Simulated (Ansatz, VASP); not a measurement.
## Ti2In: VASP beside Ansatz

```
CELL_PARAMETERS angstrom
0.00000 3.22451 3.22451
3.22451 0.00000 3.22451
3.22451 3.22451 0.00000
ATOMIC_POSITIONS crystal
Ti 0.75000 0.75000 0.75000
Ti 0.25000 0.25000 0.25000
In 0.50000 0.50000 0.50000
```

Alike in both runs: functional PBE; k mesh 6 × 6 × 6; occupations gaussian, width 0.1 eV; no spin polarisation.

Ansatz relaxed the structure, and its values are those at the end. VASP's run is a single point on that final structure, the one shown.

|  | VASP | Ansatz |
| --- | --- | --- |
| version | VASP 6.6.1 | Ansatz 0.2.0 |
| potentials or method | VASP PAW PBE potentials, release 64 (Ti_sv, In_d), cutoff 520 eV | scalar-relativistic, plane waves, PAW |
| valence electrons in the cell | 37 | 37 |

```tsv
	VASP	Ansatz	Ansatz less VASP
gap on the k mesh at the Fermi level (eV)	none	none	-
pressure (GPa)	-0.3	-0.3	-0.01
```

A gap of «none» marks a metal or a gap that the smearing closes. The functional is the same, so the differences come from potentials, cutoffs and numerics.
